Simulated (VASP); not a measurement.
Wanted: the native input for a VASP 6.6.1 run.

```
Task                   : relaxation of cell and atoms
Functional             : PBE
Potentials or basis    : VASP PAW PBE potentials, release 64 (B, P, Ga_d, In_d)
Cutoff                 : 600 eV
k mesh                 : 3 × 3 × 2
Occupations            : gaussian, width 0.1 eV
Spin                   : no spin polarisation
Dipole correction      : no
Further INCAR settings : LREAL = Auto; ALGO = Normal; EDIFF = 1e-07; ISYM = 0; IBRION = 2; EDIFFG = -0.04; NSW = 45; ISIF = 3
```

The structure of In3Ga6BP10 lies in POSCAR:

```
In3Ga6BP10
1.0
    2.7830996070      2.7852269538      5.4882772951
   -2.7842466443     -2.7832029019      5.4878387878
    8.3671965434     -5.5843877685      2.7421567167
B P Ga In
1 10 6 3
Direct
    0.1902023561      0.9919224991      0.6054440159
    0.5284700528      0.8796875465      0.5981942208
    0.4737206505      0.3677828974      0.7874510064
    0.9984546297      0.8806817667      0.7711189036
    0.3815845623      0.8943707504      0.9894440686
    0.8004909667      0.8968053364      0.1952225537
    0.6626332721      0.3706934781      0.4102579337
    0.1561565267      0.8766628700      0.4444320890
    0.0779939975      0.3248321844      0.6023954295
    0.9005691983      0.3723878634      0.9814590201
    0.2771864229      0.3926602419      0.2204438916
    0.1086447925      0.4962082682      0.7810392665
    0.6062339927      0.9985273580      0.7827195626
    0.0154725973      0.0026934530      0.9802212509
    0.2870897262      0.4964900271      0.4253486661
    0.7893255491      0.9998835078      0.4130027744
    0.6975531868      0.4960851947      0.5997753756
    0.3929936071      0.9990714596      0.2178763029
    0.5009275456      0.5004404381      0.9963118579
    0.8982845975      0.5035457622      0.2001601229
```

One way to write it, as run:

INCAR

```
PREC = Accurate ; ENCUT = 600
EDIFF = 1E-7 ; ISMEAR = 0
SIGMA = 0.1 ; LREAL = Auto
LASPH = T ; NELM = 100
ALGO = Normal ; ISIF = 3
LWAVE = F ; LCHARG = F
GGA = PE ; IBRION = 2
NSW = 45 ; EDIFFG = -0.04
ISYM = 0 ; KPAR = 4
```

KPOINTS

```
Automatic mesh
0
Gamma
  3 3 2
```

Potentials or basis: VASP PAW PBE potentials, release 64 (B, P, Ga_d, In_d).

Launch:

```bash
$ cat potpaw_PBE.64/B/POTCAR potpaw_PBE.64/P/POTCAR potpaw_PBE.64/Ga_d/POTCAR potpaw_PBE.64/In_d/POTCAR > POTCAR
$ mpirun -np 4 vasp_std > vasp.out
```

Results of the run:

The relaxed volume is 21.26 Å³/atom and the relaxed cell is a = 6.752 Å, b = 6.751 Å, c = 10.430 Å, α = 83.96°, β = 71.15°, γ = 70.96°. The space group after relaxing (to 0.1 Å) is P1 (No. 1), the energy gained by relaxing is 0.4 meV/atom and the ionic steps are 4. The pressure after relaxing is 0.0 GPa and the largest force after relaxing is 0.023 eV/Å. The band gap on the k mesh is 0.98 eV.

Caveat: spin-orbit coupling is left out, which moves the levels of the heavy elements.

Run time: 28 min on 4 MPI ranks on Oxide Virtual Turin-like Processor (shared host), peak memory 0.8 GiB a rank.
